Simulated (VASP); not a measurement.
# Pb: single point with PBE

Crystal: Pb.

```
Pb
1.0
    -0.03439    3.42181    3.42181
     3.42181   -0.03439    3.42181
     3.42181    3.42181   -0.03439
Pb
2
Direct
  0.00000 0.00000 0.00000
  0.25000 0.25000 0.25000
```

This cell differs from its parent crystal: equal xy, yz and zx shear strains of -1 %.

```
Program             : VASP 6.6.1
Task                : single point
Functional          : PBE
Potentials or basis : VASP PAW PBE potentials, release 64 (Pb_d)
Cutoff              : 520 eV
k mesh              : 8 × 8 × 8
Occupations         : fermi-dirac, width 0.05 eV
Spin                : no spin polarisation
```

```
Pressure               : 2.3 GPa
Largest force          : 0.136 eV/Å
Band gap on the k mesh : zero (bands 14 and 15 overlap by 1.20 eV)
```

Forces in eV/Å, atoms in the order of the input:
```
Pb  -0.079 -0.079 -0.079
Pb   0.079  0.079  0.079
```

Stress tensor (GPa, compression positive):
```
2.33 0.38 0.38
0.38 2.33 0.38
0.38 0.38 2.33
```

Levels at points of the mesh, in eV from the Fermi level:
```tsv
k point	band 11	band 12	band 13	band 14	band 15	band 16	band 17	band 18
(0.00, 0.00, 0.00)	-11.20	-3.98	0.34	0.34	0.35	2.30	2.30	2.47
(0.50, 0.00, 0.00)	-9.87	-7.13	-1.00	-0.79	-0.78	3.43	3.55	5.42
(0.50, 0.50, 0.00)	-8.59	-8.49	-2.06	-1.99	0.78	0.85	7.10	7.13
(0.50, 0.50, 0.50)	-9.77	-7.22	-1.06	-0.85	-0.85	3.45	3.45	5.37
```

Run time: 47 s on 1 thread of Intel(R) Xeon(R) 6975P-C (Granite Rapids), on a shared host, peak memory 0.24 GiB.

Caveat: the cell differs from its parent crystal (equal xy, yz and zx shear strains of -1 %); spin-orbit coupling is left out, which moves the levels of the heavy elements.
